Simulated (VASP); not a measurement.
# La2O3 (P-3m1) in VASP: relaxation of cell and atoms with PBE

Aim: the relaxation of cell and atoms of La2O3 with PBE.

All numbers are computed with VASP 6.6.1; they aren't measurements. Logs are shortened: lines on timing, memory, paths and dates and some standing lists are left out, and cuts for length are marked.

## 1. The cell of the first run

It takes space group P-3m1 (No. 164, trigonal). Conventional cell: a = 3.931 Å, b = 3.931 Å, c = 6.112 Å, α = 90.00°, β = 90.00°, γ = 120.00°. Within 3.1 Å of La (site symmetry 3m) lie 7 O at 2.36 to 2.72 Å. O (site symmetry 3m) has 4 La at 2.36 to 2.44 Å and 3 O at 2.89 Å within 3.1 Å. Within 3.6 Å of O (site symmetry -3m) lie 6 La at 2.72 Å and 6 O at 3.14 Å.

## 2. Relaxation of cell and atoms, PBE

File INCAR:

```
PREC     = Accurate       # precision mode
ENCUT    = 600            # plane-wave cutoff, eV
EDIFF    = 1E-6           # SCF threshold, eV
ISMEAR   = -1             # smearing method
SIGMA    = 0.02           # smearing width, eV
LREAL    = F              # projectors in reciprocal space
LASPH    = T              # aspherical terms in the spheres
NELM     = 80             # most SCF steps
ALGO     = Normal         # electronic algorithm
ISIF     = 3              # what is computed and relaxed
LWAVE    = F              # write WAVECAR
LCHARG   = F              # write CHGCAR
GGA      = PE             # functional
IBRION   = 2              # ionic algorithm
NSW      = 80             # ionic steps
EDIFFG   = -0.005         # ionic threshold
```

File KPOINTS:

```
Automatic mesh
0
Gamma
  12 12 4
```

File POSCAR:

```
La2O3
1.0
    3.9307778780      0.0000000000      0.0000000000
   -1.9653889390      3.4041534990      0.0000000000
    0.0000000000      0.0000000000      6.1119535200
La O
2 3
Direct
    0.6666666700      0.3333333300      0.7537643200
    0.3333333300      0.6666666700      0.2462356800
    0.6666666700      0.3333333300      0.3541093500
    0.3333333300      0.6666666700      0.6458906500
    0.0000000000      0.0000000000      0.0000000000
```

Potentials or basis: VASP PAW PBE potentials, release 64 (La, O).

On the command line:

```console
$ cat potpaw_PBE.64/La/POTCAR potpaw_PBE.64/O/POTCAR > POTCAR
$ mpirun -np 1 vasp_std > vasp.out
```

OUTCAR:

```text
PREC = Accurate
   ENCUT = 600
   EDIFF = 1E-6
   ISMEAR = -1
   LREAL = F
   LASPH = T
   NELM = 80
   ISIF = 3
   GGA = PE
   IBRION = 2
   NSW = 80
   EDIFFG = -0.005

 ion  position               nearest neighbor table
   1  0.667  0.333  0.754-   4 2.36   4 2.36   4 2.36   3 2.44   5 2.72   5 2.72   5 2.72
   2  0.333  0.667  0.246-   3 2.36   3 2.36   3 2.36   4 2.44   5 2.72   5 2.72   5 2.72
   3  0.667  0.333  0.354-   2 2.36   2 2.36   2 2.36   1 2.44
   4  0.333  0.667  0.646-   1 2.36   1 2.36   1 2.36   2 2.44
   5  0.000  0.000  0.000-   1 2.72   2 2.72   1 2.72   2 2.72   1 2.72   2 2.72

  LATTYP: Found a hexagonal cell.
 ALAT       =     3.9307778780
 C/A-ratio  =     1.5548966921

  Lattice vectors:

 A1 = (   3.9307778780,   0.0000000000,   0.0000000000)
 A2 = (  -1.9653889390,   3.4041534990,   0.0000000000)
 A3 = (   0.0000000000,   0.0000000000,   6.1119535200)

Analysis of symmetry for initial positions (statically):
=====================================================================
 Subroutine PRICEL returns:
 Original cell was already a primitive cell.

 Routine SETGRP: Setting up the symmetry group for a
 hexagonal supercell.

 Subroutine GETGRP returns: Found 12 space group operations
 (whereof 12 operations were pure point group operations)
 out of a pool of 24 trial point group operations.

The static configuration has the point symmetry D_3d.

Analysis of symmetry for dynamics (positions and initial velocities):
=====================================================================
 Subroutine PRICEL returns:
 Original cell was already a primitive cell.

 Routine SETGRP: Setting up the symmetry group for a
 hexagonal supercell.

 Subroutine GETGRP returns: Found 12 space group operations
 (whereof 12 operations were pure point group operations)
 out of a pool of 24 trial point group operations.

The dynamic configuration has the point symmetry D_3d.

 Subroutine INISYM returns: Found 12 space group operations
 (whereof 12 operations are pure point group operations),
 and found     1 'primitive' translations

----------------------------------------------------------------------------------------

                                     Primitive cell

  volume of cell :      81.7839

  direct lattice vectors                    reciprocal lattice vectors
     3.930777878  0.000000000  0.000000000     0.254402571  0.146879393  0.000000000
    -1.965388939  3.404153499  0.000000000     0.000000000  0.293758786  0.000000000
     0.000000000  0.000000000  6.111953520     0.000000000  0.000000000  0.163613810

  length of vectors
     3.930777878  3.930777878  6.111953520     0.293758786  0.293758786  0.163613810

  position of ions in fractional coordinates (direct lattice)
     0.666666670  0.333333330  0.753764320
     0.333333330  0.666666670  0.246235680
     0.666666670  0.333333330  0.354109350
     0.333333330  0.666666670  0.645890650
     0.000000000  0.000000000  0.000000000

  ion indices of the primitive-cell ions
   primitive index   ion index
                 1           1
                 2           2
                 3           3
                 4           4
                 5           5

----------------------------------------------------------------------------------------

 KPOINTS: Automatic mesh

Automatic generation of k-mesh.
 Grid dimensions read from file:
 generate k-points for:   12   12    4

 Generating k-lattice:

  Cartesian coordinates                     Fractional coordinates (reciprocal lattice)
     0.021200214  0.012239949  0.000000000     0.083333333  0.000000000  0.000000000
     0.000000000  0.024479899  0.000000000     0.000000000  0.083333333  0.000000000
     0.000000000  0.000000000  0.040903452     0.000000000  0.000000000  0.250000000

  Length of vectors
     0.024479899  0.024479899  0.040903452

  Shift w.r.t. Gamma in fractional coordinates (k-lattice)
     0.000000000  0.000000000  0.000000000

 Subroutine IBZKPT returns following result:
 ===========================================

 Found     69 irreducible k-points:

 Following reciprocal coordinates:
            Coordinates               Weight
  0.000000  0.000000  0.000000      1.000000
  0.083333  0.000000  0.000000      6.000000
  0.166667  0.000000  0.000000      6.000000
  0.250000  0.000000  0.000000      6.000000
  0.333333  0.000000  0.000000      6.000000
  0.416667  0.000000  0.000000      6.000000
[... 16 lines left out ...]
  0.166667  0.000000  0.250000      6.000000
  0.000000  0.166667  0.250000      6.000000
 [... further k-points ...]
   k-points           NKPTS =     69   k-points in BZ     NKDIM =     69   number of bands    NBANDS=     24
   number of dos      NEDOS =    301   number of ions     NIONS =      5
   total plane-waves  NPLWV =  51200
   dimension x,y,z NGX =    32 NGY =   32 NGZ =   50
   dimension x,y,z NGXF=    64 NGYF=   64 NGZF=  100
   ions per type =               2   3
   NGX,Y,Z   is equivalent  to a cutoff of  13.53, 13.53, 13.60 a.u.
   NGXF,Y,Z  is equivalent  to a cutoff of  27.07, 27.07, 27.20 a.u.
 SYSTEM =  unknown system
   PREC   = accura    normal or accurate (medium, high low for compatibility)
   ISTART =      0    job   : 0-new  1-cont  2-samecut
   ICHARG =      2    charge: 1-file 2-atom 10-const
   ISPIN  =      1    spin polarized calculation?
   LNONCOLLINEAR =      F non collinear calculations
   LSORBIT =      F    spin-orbit coupling
   LASPH  =      T    aspherical Exc in radial PAW
   ENCUT  =  600.0 eV  44.10 Ry    6.64 a.u.   7.85  7.85 12.21*2*pi/ulx,y,z
   NELM   =     80;   NELMIN=  2; NELMDL= -5     # of ELM steps
   EDIFF  = 0.1E-05   stopping-criterion for ELM
   LREAL  =      F    real-space projection
   EDIFFG = -.5E-02   stopping-criterion for IOM
   NSW    =     80    number of steps for IOM
   IBRION =      2    ionic relax: 0-MD 1-quasi-New 2-CG
   NFREE  =      1    steps in history (QN), initial steepest desc. (CG)
   ISIF   =      3    stress and relaxation
   ISYM   =      2    0-nonsym 1-usesym 2-fastsym
   POTIM  = 0.5000    time-step for ionic-motion
   TEBEG  =    0.0;   TEEND  =   0.0 temperature during run
   PSTRESS=    0.0 pullay stress
   NELECT =      40.0000    total number of electrons
   NUPDOWN=      -1.0000    fix difference up-down
   EMIN   =  10.00;   EMAX   =-10.00  energy-range for DOS
   EFERMI =   0.00;   METHOD = LEGACY
   ISMEAR =    -1;   SIGMA  =   0.02  broadening in eV -4-tet -1-fermi 0-gaus
   EFERMI_NEDOS =   21; number of points for ismear=-14 and -15
   IALGO  =     38    algorithm
   IMIX   =      4    mixing-type and parameters
     AMIX     =   0.40;   BMIX     =  1.00
     AMIX_MAG =   1.60;   BMIX_MAG =  1.00
  volume/ion in A,a.u.               =      16.36       110.38
  Fermi-wavevector in a.u.,A,eV,Ry     =   1.289849  2.437462 22.636161  1.663711
  Thomas-Fermi vector in A             =   2.421717
   LORBIT       =      0    0 simple, 1 ext, 2 COOP (PROOUT), +10 PAW based schemes
   GGA     = PE    functional components
   LHFCALC =     F    Hartree Fock is set to
   AEXX    =    0.0000 exact exchange contribution
   IVDW    =     0    specifies the selected vdW correction
   LEPSILON=     F    determine dielectric tensor
   LRPA    =     F    only Hartree local field effects (RPA)
 conjugate gradient relaxation of ions
 non-spin polarized calculation
  energy-cutoff  :      600.00
  volume of cell :       81.78
 maximum number of plane-waves:      2748
   NGX = 15   NGY = 15   NGZ = 25

--------------------------------------- Ionic step        1  -------------------------------------------

 number of electron      40.0000000 magnetization

 Free energy of the ion-electron system (eV)
  ---------------------------------------------------
  ext. energy  EPLUGINS =         0.00000000
  ---------------------------------------------------
  free energy    TOTEN  =       -41.82527847 eV

  energy without entropy =      -41.82527847  energy(sigma->0) =      -41.82527847

------------------------ aborting loop because EDIFF is reached ----------------------------------------

  FORCE on cell =-STRESS in cart. coord.  units (eV):
  Direction    XX          YY          ZZ          XY          YZ          ZX
  --------------------------------------------------------------------------------------
  -------------------------------------------------------------------------------------
  Total        0.6890977      0.6890977      0.8585665     -0.0000000     -0.0000000      0.0000000
  in kB       13.4996874     13.4996874     16.8196450     -0.0000000     -0.0000000      0.0000000
  external PRESSURE =      14.6063399 kB  Pullay stress =       0.0000000 kB
[... 98 lines left out ...]
  FREE ENERGIE OF THE ION-ELECTRON SYSTEM (eV)
  ---------------------------------------------------
  free  energy   TOTEN  =       -41.8296048901 eV

  energy  without entropy=      -41.8296048901  energy(sigma->0) =      -41.82960489

[... ionic steps 4 to 9 ...]

--------------------------------------- Ionic step       10  -------------------------------------------

 number of electron      40.0000000 magnetization

------------------------ aborting loop because EDIFF is reached ----------------------------------------

  FORCE on cell =-STRESS in cart. coord.  units (eV):
  Direction    XX          YY          ZZ          XY          YZ          ZX
  --------------------------------------------------------------------------------------
  -------------------------------------------------------------------------------------
  Total       -0.0251581     -0.0251581     -0.0245145      0.0000000      0.0000000      0.0000000
  in kB       -0.4858609     -0.4858609     -0.4734307      0.0000000      0.0000000      0.0000000
  external PRESSURE =      -0.4817175 kB  Pullay stress =       0.0000000 kB
[... 63 lines left out ...]
  energy  without entropy=      -41.8309550018  energy(sigma->0) =      -41.83095500

--------------------------------------- Ionic step       12  -------------------------------------------

 number of electron      40.0000000 magnetization

 Free energy of the ion-electron system (eV)
  ---------------------------------------------------
  ext. energy  EPLUGINS =         0.00000000
  ---------------------------------------------------
  free energy    TOTEN  =       -41.83097038 eV

  energy without entropy =      -41.83097038  energy(sigma->0) =      -41.83097038

 E-fermi :   6.2474     XC(G=0): -10.4016

 val. band max:        5.8316465054   @ k =   0.5000   0.0000   0.5000
 cond. band min:       9.6875808645   @ k =   0.5000   0.0000   0.0000
 fundamental gap:      3.8559343591
 Fermi energy:         6.2473672188

 k-point     1 :       0.0000    0.0000    0.0000
  band No.  band energies     occupation
      1     -24.0163      2.00000
      2     -23.7938      2.00000
      3     -11.0552      2.00000
      4      -9.8260      2.00000
      5      -9.3654      2.00000
      6      -7.4789      2.00000
[... 637 lines left out ...]
     23      10.6895      0.00000
     24      10.9411      0.00000

 [... further k-points ...]

------------------------ aborting loop because EDIFF is reached ----------------------------------------

  FORCE on cell =-STRESS in cart. coord.  units (eV):
  Direction    XX          YY          ZZ          XY          YZ          ZX
  --------------------------------------------------------------------------------------
  -------------------------------------------------------------------------------------
  Total       -0.0000362     -0.0000362     -0.0014263      0.0000000     -0.0000000      0.0000000
  in kB       -0.0007002     -0.0007002     -0.0275540      0.0000000     -0.0000000      0.0000000
  external PRESSURE =      -0.0096515 kB  Pullay stress =       0.0000000 kB
[... 20 lines left out ...]
  FREE ENERGIE OF THE ION-ELECTRON SYSTEM (eV)
  ---------------------------------------------------
  free  energy   TOTEN  =       -41.8309703804 eV

  energy  without entropy=      -41.8309703804  energy(sigma->0) =      -41.83097038

 reached required accuracy - stopping structural energy minimisation
```

Run time: 17 min. Hardware: 1 thread of Oxide Virtual Turin-like, shared host; peak memory 0.31 GiB.

What came out:

* Free energy: -41.8310 eV
* Relaxed volume: 16.59 Å³/atom
* Relaxed cell: a = 3.937 Å, b = 3.937 Å, c = 6.179 Å, α = 90.00°, β = 90.00°, γ = 120.00°
* Space group after relaxing (to 0.05 Å): P-3m1 (No. 164)
* Energy gained by relaxing: 1.1 meV/atom
* Ionic steps: 12
* Pressure after relaxing: 0.0 GPa
* Band gap on the k mesh: 3.86 eV, indirect (least direct gap 3.98 eV)

Step by step:
```tsv
step	energy change (eV)	largest force (eV/Å)	pressure (GPa)	volume (Å³)
1	0.0000	0.0122	1.46	81.78
2	-0.0011	0.1555	-1.29	83.56
3	-0.0043	0.0847	-0.04	82.73
4	-0.0052	0.0154	-0.03	82.83
5	-0.0054	0.0255	-0.03	82.88
6	-0.0054	0.0298	-0.01	82.90
7	-0.0056	0.0232	0.00	82.90
8	-0.0056	0.0166	0.02	82.90
9	-0.0057	0.0084	-0.01	82.93
10	-0.0057	0.0069	-0.05	82.96
11	-0.0057	0.0125	0.06	82.90
12	-0.0057	0.0012	0.00	82.93
```

Final structure:
```
CELL_PARAMETERS angstrom
3.93670 0.00000 0.00000
-1.96835 3.40928 0.00000
0.00000 0.00000 6.17933
ATOMIC_POSITIONS crystal
La 0.66667 0.33333 0.75271
La 0.33333 0.66667 0.24729
O 0.66667 0.33333 0.35461
O 0.33333 0.66667 0.64539
O 0.00000 0.00000 0.00000
```

Caveat: spin-orbit coupling is left out, which moves the levels of the heavy elements.
